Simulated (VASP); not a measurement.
# LiH in VASP: notebook

The runs below take LiH through single point, with PBE.

All numbers are computed with VASP 6.6.1; they aren't measurements. Logs are shortened: lines on timing, memory, paths and dates and some standing lists are left out, and cuts for length are marked.

## 1. The cell of the first run

The cell holds a sheet with vacuum, 2 atoms: a = 2.900 Å, b = 2.900 Å, c = 14.000 Å, α = 90.00°, β = 90.00°, γ = 90.00°.

## 2. Single point, PBE

The input, INCAR:

```
SYSTEM = LiH
PREC = Accurate ; ENCUT = 650
EDIFF = 1E-6 ; ISMEAR = 0
SIGMA = 0.1 ; LREAL = .False.
LASPH = .True. ; NELM = 120
ALGO = Normal ; ISIF = 2
LWAVE = .False. ; LCHARG = .False.
LDIPOL = .True. ; IDIPOL = 3
DIPOL = 0.5 0.5 0.500 ; GGA = PE
NBANDS = 9 ; GGA_COMPAT = .False.
NELMDL = -8
```

The input, KPOINTS:

```
Automatic mesh
0
Gamma
  6 6 1
  0 0 0
```

The input, POSCAR:

```
LiH
1.0
    2.8996260000      0.0000000000      0.0000000000
    0.0000000000      2.8996260000      0.0000000000
    0.0000000000      0.0000000000     14.0000000000
Li H
1 1
Direct
    0.5000000000      0.5000000000      0.5000000000
    0.0000000000      0.0000000000      0.5000000000
```

Potentials or basis: VASP PAW PBE potentials, release 64 (Li_sv, H).

Started as:

```bash
cat potpaw_PBE.64/Li_sv/POTCAR potpaw_PBE.64/H/POTCAR > POTCAR
mpirun -np 1 vasp_std > vasp.out
```

OUTCAR:

```text
SYSTEM = LiH
   PREC = Accurate
   ENCUT = 650
   EDIFF = 1E-6
   ISMEAR = 0
   LREAL = .False.
   LASPH = .True.
   NELM = 120
   ISIF = 2
   GGA = PE
   NELMDL = -8

 ion  position               nearest neighbor table
   1  0.500  0.500  0.500-
   2  0.000  0.000  0.500-

  LATTYP: Found a simple tetragonal cell.
 ALAT       =     2.8996260000
 C/A-ratio  =     4.8282088794

  Lattice vectors:

 A1 = (   2.8996260000,   0.0000000000,   0.0000000000)
 A2 = (   0.0000000000,   2.8996260000,   0.0000000000)
 A3 = (   0.0000000000,   0.0000000000,  14.0000000000)

Analysis of symmetry for initial positions (statically):
=====================================================================
 Subroutine PRICEL returns:
 Original cell was already a primitive cell.

 Routine SETGRP: Setting up the symmetry group for a
 simple tetragonal supercell.

 Subroutine GETGRP returns: Found 16 space group operations
 (whereof 16 operations were pure point group operations)
 out of a pool of 16 trial point group operations.

The static configuration has the point symmetry D_4h.

Analysis of symmetry for dynamics (positions and initial velocities):
=====================================================================
 Subroutine PRICEL returns:
 Original cell was already a primitive cell.

 Routine SETGRP: Setting up the symmetry group for a
 simple tetragonal supercell.

 Subroutine GETGRP returns: Found 16 space group operations
 (whereof 16 operations were pure point group operations)
 out of a pool of 16 trial point group operations.

The dynamic configuration has the point symmetry D_4h.

 Subroutine INISYM returns: Found 16 space group operations
 (whereof 16 operations are pure point group operations),
 and found     1 'primitive' translations

----------------------------------------------------------------------------------------

                                     Primitive cell

  volume of cell :     117.7096

  direct lattice vectors                    reciprocal lattice vectors
     2.899626000  0.000000000  0.000000000     0.344872063  0.000000000  0.000000000
     0.000000000  2.899626000  0.000000000     0.000000000  0.344872063  0.000000000
     0.000000000  0.000000000 14.000000000     0.000000000  0.000000000  0.071428571

  length of vectors
     2.899626000  2.899626000 14.000000000     0.344872063  0.344872063  0.071428571

  position of ions in fractional coordinates (direct lattice)
     0.500000000  0.500000000  0.500000000
     0.000000000  0.000000000  0.500000000

  ion indices of the primitive-cell ions
   primitive index   ion index
                 1           1
                 2           2

----------------------------------------------------------------------------------------

 KPOINTS: Automatic mesh

Automatic generation of k-mesh.
 Grid dimensions read from file:
 generate k-points for:    6    6    1

 Generating k-lattice:

  Cartesian coordinates                     Fractional coordinates (reciprocal lattice)
     0.057478677  0.000000000  0.000000000     0.166666667  0.000000000  0.000000000
     0.000000000  0.057478677  0.000000000     0.000000000  0.166666667  0.000000000
     0.000000000  0.000000000  0.071428571     0.000000000  0.000000000  1.000000000

  Length of vectors
     0.057478677  0.057478677  0.071428571

  Shift w.r.t. Gamma in fractional coordinates (k-lattice)
     0.000000000  0.000000000  0.000000000

 Subroutine IBZKPT returns following result:
 ===========================================

 Found     10 irreducible k-points:

 Following reciprocal coordinates:
            Coordinates               Weight
  0.000000  0.000000  0.000000      1.000000
  0.166667  0.000000  0.000000      4.000000
  0.333333  0.000000  0.000000      4.000000
  0.500000  0.000000  0.000000      2.000000
  0.166667  0.166667  0.000000      4.000000
  0.333333  0.166667  0.000000      8.000000
  0.500000  0.166667  0.000000      4.000000
  0.333333  0.333333  0.000000      4.000000
  0.500000  0.333333  0.000000      4.000000
  0.500000  0.500000  0.000000      1.000000
   k-points           NKPTS =     10   k-points in BZ     NKDIM =     10   number of bands    NBANDS=      9
   number of dos      NEDOS =    301   number of ions     NIONS =      2
   total plane-waves  NPLWV =  69120
   dimension x,y,z NGX =    24 NGY =   24 NGZ =  120
   dimension x,y,z NGXF=    48 NGYF=   48 NGZF=  240
   ions per type =               1   1
   NGX,Y,Z   is equivalent  to a cutoff of  13.76, 13.76, 14.25 a.u.
   NGXF,Y,Z  is equivalent  to a cutoff of  27.52, 27.52, 28.50 a.u.
 SYSTEM =  LiH
   PREC   = accura    normal or accurate (medium, high low for compatibility)
   ISTART =      0    job   : 0-new  1-cont  2-samecut
   ICHARG =      2    charge: 1-file 2-atom 10-const
   ISPIN  =      1    spin polarized calculation?
   LNONCOLLINEAR =      F non collinear calculations
   LSORBIT =      F    spin-orbit coupling
   LASPH  =      T    aspherical Exc in radial PAW
   ENCUT  =  650.0 eV  47.77 Ry    6.91 a.u.   6.03  6.03 29.10*2*pi/ulx,y,z
   NELM   =    120;   NELMIN=  2; NELMDL= -8     # of ELM steps
   EDIFF  = 0.1E-05   stopping-criterion for ELM
   LREAL  =      F    real-space projection
   EDIFFG = 0.1E-04   stopping-criterion for IOM
   NSW    =      0    number of steps for IOM
   IBRION =     -1    ionic relax: 0-MD 1-quasi-New 2-CG
   NFREE  =      0    steps in history (QN), initial steepest desc. (CG)
   ISIF   =      2    stress and relaxation
   ISYM   =      2    0-nonsym 1-usesym 2-fastsym
   POTIM  = 0.5000    time-step for ionic-motion
   TEBEG  =    0.0;   TEEND  =   0.0 temperature during run
   PSTRESS=    0.0 pullay stress
   NELECT =       4.0000    total number of electrons
   NUPDOWN=      -1.0000    fix difference up-down
   EMIN   =  10.00;   EMAX   =-10.00  energy-range for DOS
   EFERMI =   0.00;   METHOD = LEGACY
   ISMEAR =     0;   SIGMA  =   0.10  broadening in eV -4-tet -1-fermi 0-gaus
   EFERMI_NEDOS =   21; number of points for ismear=-14 and -15
   IALGO  =     38    algorithm
   IMIX   =      4    mixing-type and parameters
     AMIX     =   0.40;   BMIX     =  1.00
     AMIX_MAG =   1.60;   BMIX_MAG =  1.00
  volume/ion in A,a.u.               =      58.85       397.17
  Fermi-wavevector in a.u.,A,eV,Ry     =   0.530262  1.002051  3.825662  0.281178
  Thomas-Fermi vector in A             =   1.552742
   LORBIT       =      0    0 simple, 1 ext, 2 COOP (PROOUT), +10 PAW based schemes
   GGA     = PE    functional components
   LHFCALC =     F    Hartree Fock is set to
   AEXX    =    0.0000 exact exchange contribution
   IVDW    =     0    specifies the selected vdW correction
   LEPSILON=     F    determine dielectric tensor
   LRPA    =     F    only Hartree local field effects (RPA)
 non-spin polarized calculation
 Gauss-broadening in eV      SIGMA  =   0.10
  energy-cutoff  :      650.00
  volume of cell :      117.71
 maximum number of plane-waves:      4464
   NGX = 13   NGY = 13   NGZ = 59

 dipolmoment           0.000000      0.000000      0.000000 electrons x Angstroem

 number of electron       3.9999993 magnetization

 dipolmoment           0.000000      0.000000     -0.000000 electrons x Angstroem

 Free energy of the ion-electron system (eV)
  ---------------------------------------------------
  ext. energy  EPLUGINS =         0.00000000
  ---------------------------------------------------
  free energy    TOTEN  =        -5.69911565 eV

  energy without entropy =       -5.69911565  energy(sigma->0) =       -5.69911565

 E-fermi :  -2.3309     XC(G=0):  -2.1126

 val. band max:       -2.9318817739   @ k =   0.5000   0.5000   0.0000
 cond. band min:      -1.2501887760   @ k =   0.0000   0.0000   0.0000
 fundamental gap:      1.6816929979
 Fermi energy:        -2.3308563442

 k-point     1 :       0.0000    0.0000    0.0000
  band No.  band energies     occupation
      1     -48.6680      2.00000
      2      -6.6549      2.00000
      3      -1.2502      0.00000
      4       0.2923      0.00000
      5       1.6899      0.00000
      6       1.7790      0.00000
      7       4.9791      0.00000
      8       5.2197      0.00000
      9       9.1886      0.00000

 k-point     2 :       0.1667    0.0000    0.0000
  band No.  band energies     occupation
      1     -48.6651      2.00000
      2      -6.3938      2.00000
      3      -0.7564      0.00000
      4       0.7523      0.00000
      5       2.1128      0.00000
      6       2.2737      0.00000
      7       5.0029      0.00000
      8       5.7097      0.00000
      9       6.6914      0.00000

 k-point     3 :       0.3333    0.0000    0.0000
  band No.  band energies     occupation
      1     -48.6594      2.00000
      2      -5.7588      2.00000
      3       0.7214      0.00000
      4       1.6932      0.00000
      5       2.8035      0.00000
      6       3.7519      0.00000
      7       4.1925      0.00000
      8       6.5945      0.00000
      9       7.2267      0.00000

 k-point     4 :       0.5000    0.0000    0.0000
  band No.  band energies     occupation
      1     -48.6565      2.00000
      2      -5.3489      2.00000
      3       1.1662      0.00000
      4       2.9336      0.00000
      5       3.4565      0.00000
      6       4.6777      0.00000
      7       5.0388      0.00000
      8       6.0673      0.00000
      9       6.1361      0.00000
[... 37 lines left out ...]
 k-point     8 :       0.3333    0.3333    0.0000
  band No.  band energies     occupation
      1     -48.6514      2.00000
      2      -4.4928      2.00000
      3       2.6862      0.00000
      4       2.7489      0.00000
      5       3.1327      0.00000
      6       4.6236      0.00000
      7       5.7166      0.00000
      8       6.0924      0.00000
      9       8.1655      0.00000

 k-point     9 :       0.5000    0.3333    0.0000
  band No.  band energies     occupation
      1     -48.6487      2.00000
      2      -3.8307      2.00000
      3       1.6256      0.00000
      4       3.5218      0.00000
      5       4.8514      0.00000
      6       5.4421      0.00000
      7       6.6485      0.00000
      8       6.7577      0.00000
      9       7.7480      0.00000

 k-point    10 :       0.5000    0.5000    0.0000
  band No.  band energies     occupation
      1     -48.6460      2.00000
      2      -2.9319      2.00000
      3       1.7786      0.00000
      4       1.7786      0.00000
      5       6.6541      0.00000
      6       7.1817      0.00000
      7       7.8065      0.00000
      8       8.0476      0.00000
      9       8.0476      0.00000

------------------------ aborting loop because EDIFF is reached ----------------------------------------

 vacuum level on the upper side and lower side of the slab       (xc-potential included)        -0.089        -0.089

  FORCE on cell =-STRESS in cart. coord.  units (eV):
  Direction    XX          YY          ZZ          XY          YZ          ZX
  --------------------------------------------------------------------------------------
  -------------------------------------------------------------------------------------
  Total       -0.9653599     -0.9653599     -0.0228124      0.0000000      0.0000000     -0.0000000
  in kB      -13.1397727    -13.1397727     -0.3105061      0.0000000      0.0000000     -0.0000000
  external PRESSURE =      -8.8633505 kB  Pullay stress =       0.0000000 kB

 VOLUME and BASIS-vectors are now :
 -----------------------------------------------------------------------------
  energy-cutoff  :      650.00
  volume of cell :      117.71
      direct lattice vectors                 reciprocal lattice vectors
     2.899626000  0.000000000  0.000000000     0.344872063  0.000000000  0.000000000
     0.000000000  2.899626000  0.000000000     0.000000000  0.344872063  0.000000000
     0.000000000  0.000000000 14.000000000     0.000000000  0.000000000  0.071428571

 POSITION                                       TOTAL-FORCE (eV/Angst)
 -----------------------------------------------------------------------------------
      1.44981      1.44981      7.00000         0.000000      0.000000      0.000000
      0.00000      0.00000      7.00000         0.000000      0.000000      0.000000
 -----------------------------------------------------------------------------------
    total drift:                                0.000000      0.000000     -0.000000

  FREE ENERGIE OF THE ION-ELECTRON SYSTEM (eV)
  ---------------------------------------------------
  free  energy   TOTEN  =        -5.6991156545 eV

  energy  without entropy=       -5.6991156545  energy(sigma->0) =       -5.69911565

 vacuum level on the upper side and lower side of the slab         0.566         0.566
```

It took 10 s on 1 thread of Intel Xeon 6975P-C (Granite Rapids), shared host; peak memory 0.24 GiB.

Results:

```
Free energy            : -5.6991 eV
Band gap on the k mesh : 1.68 eV, indirect (least direct gap 4.71 eV)
```

Levels at points of the mesh, in eV from the valence-band top:
| k point | band 1 | band 2 | band 3 | band 4 | band 5 | band 6 | band 7 |
| --- | --- | --- | --- | --- | --- | --- | --- |
| (0.00, 0.00, 0.00) | -45.74 | -3.72 | 1.68 | 3.22 | 4.62 | 4.71 | 7.91 |
| (0.50, 0.00, 0.00) | -45.72 | -2.42 | 4.10 | 5.87 | 6.39 | 7.61 | 7.97 |
| (0.50, 0.50, 0.00) | -45.71 | 0.00 | 4.71 | 4.71 | 9.59 | 10.11 | 10.74 |

## 3. Single point, PBE

This run uses another cell than the first one, of 86.14 Å³/atom, 1.464 times its volume.

The input, INCAR:

```
SYSTEM = LiH
PREC     = Accurate       ! precision mode
ENCUT    = 650            ! plane-wave cutoff, eV
EDIFF    = 1E-6           ! SCF threshold, eV
ISMEAR   = 0              ! smearing method
SIGMA    = 0.1            ! smearing width, eV
LREAL    = .FALSE.        ! projectors in reciprocal space
LASPH    = .TRUE.         ! aspherical terms in the spheres
NELM     = 120            ! most SCF steps
ALGO     = Normal         ! electronic algorithm
ISIF     = 2              ! what is computed and relaxed
LWAVE    = .FALSE.        ! write WAVECAR
LCHARG   = .FALSE.        ! write CHGCAR
LDIPOL   = .TRUE.       
IDIPOL   = 3            
DIPOL    = 0.5 0.5 0.294
GGA      = PE             ! functional
NBANDS   = 9              ! bands
GGA_COMPAT= .FALSE.      
NELMDL   = -8
```

The input, KPOINTS:

```
Automatic mesh
0
G
  6 6 1
  0 0 0
```

The input, POSCAR:

```
LiH
1.0
    2.6905426333      0.0000000000      0.0000000000
    0.0000000000      2.6905426333      0.0000000000
    0.0000000000      0.0000000000     23.8000000000
Li H
1 1
Direct
    0.5000000000      0.5000000000      0.2941176471
    0.0000000000      0.0000000000      0.2941176471
```

Potentials or basis: VASP PAW PBE potentials, release 64 (Li_sv, H).

Started as:

```bash
cat potpaw_PBE.64/Li_sv/POTCAR potpaw_PBE.64/H/POTCAR > POTCAR
mpirun -np 1 vasp_std > vasp.out
```

OUTCAR:

```text
SYSTEM = LiH
   PREC = Accurate
   ENCUT = 650
   EDIFF = 1E-6
   ISMEAR = 0
   LREAL = .FALSE.
   LASPH = .TRUE.
   NELM = 120
   ISIF = 2
   GGA = PE
   NELMDL = -8

 ion  position               nearest neighbor table
   1  0.500  0.500  0.294-
   2  0.000  0.000  0.294-

  LATTYP: Found a simple tetragonal cell.
 ALAT       =     2.6905426333
 C/A-ratio  =     8.8457992471

  Lattice vectors:

 A1 = (   2.6905426333,   0.0000000000,   0.0000000000)
[... 299 lines left out ...]

  FORCE on cell =-STRESS in cart. coord.  units (eV):
  Direction    XX          YY          ZZ          XY          YZ          ZX
  --------------------------------------------------------------------------------------
  -------------------------------------------------------------------------------------
  Total       -0.0091226     -0.0091226     -0.0254436      0.0000000     -0.0000000      0.0000000
  in kB       -0.0848343     -0.0848343     -0.2366098      0.0000000     -0.0000000      0.0000000
  external PRESSURE =      -0.1354261 kB  Pullay stress =       0.0000000 kB

 VOLUME and BASIS-vectors are now :
 -----------------------------------------------------------------------------
  energy-cutoff  :      650.00
  volume of cell :      172.29
      direct lattice vectors                 reciprocal lattice vectors
     2.690542633  0.000000000  0.000000000     0.371672237  0.000000000  0.000000000
     0.000000000  2.690542633  0.000000000     0.000000000  0.371672237  0.000000000
     0.000000000  0.000000000 23.800000000     0.000000000  0.000000000  0.042016807

 POSITION                                       TOTAL-FORCE (eV/Angst)
 -----------------------------------------------------------------------------------
      1.34527      1.34527      7.00000         0.000000     -0.000000     -0.000000
      0.00000      0.00000      7.00000        -0.000000      0.000000      0.000000
 -----------------------------------------------------------------------------------
    total drift:                                0.000000      0.000000      0.000024

  FREE ENERGIE OF THE ION-ELECTRON SYSTEM (eV)
  ---------------------------------------------------
  free  energy   TOTEN  =        -5.7722206846 eV

  energy  without entropy=       -5.7722206846  energy(sigma->0) =       -5.77222068

 vacuum level on the upper side and lower side of the slab         0.399         0.399
```

OSZICAR:

```text
N       E                     dE             d eps       ncg     rms          rms(c)
DAV:   1     0.109110121726E+02    0.10911E+02   -0.22429E+03   180   0.349E+02
DAV:   2    -0.355818432999E+01   -0.14469E+02   -0.11641E+02   227   0.615E+01
DAV:   3    -0.662585119012E+01   -0.30677E+01   -0.30663E+01   337   0.242E+01
[... 14 lines left out ...]
DAV:  18    -0.577218830757E+01   -0.16422E-03   -0.11675E-05   237   0.109E-02    0.172E-03
DAV:  19    -0.577220272931E+01   -0.14422E-04   -0.70916E-07   238   0.248E-03    0.121E-03
DAV:  20    -0.577221833590E+01   -0.15607E-04   -0.32963E-07   221   0.188E-03    0.250E-04
DAV:  21    -0.577222031090E+01   -0.19750E-05   -0.30075E-08   253   0.601E-04    0.133E-04
DAV:  22    -0.577222068458E+01   -0.37368E-06   -0.85827E-09   239   0.253E-04
   1 F= -.57722207E+01 E0= -.57722207E+01  d E =-.532234E-12
```

It took 20 s on 1 thread of Intel Xeon 6975P-C (Granite Rapids), shared host; peak memory 0.3 GiB.

What came out:

* Free energy: -5.7722 eV
* Band gap on the k mesh: 1.15 eV, indirect (least direct gap 4.94 eV)

[end of part 1 of 2]
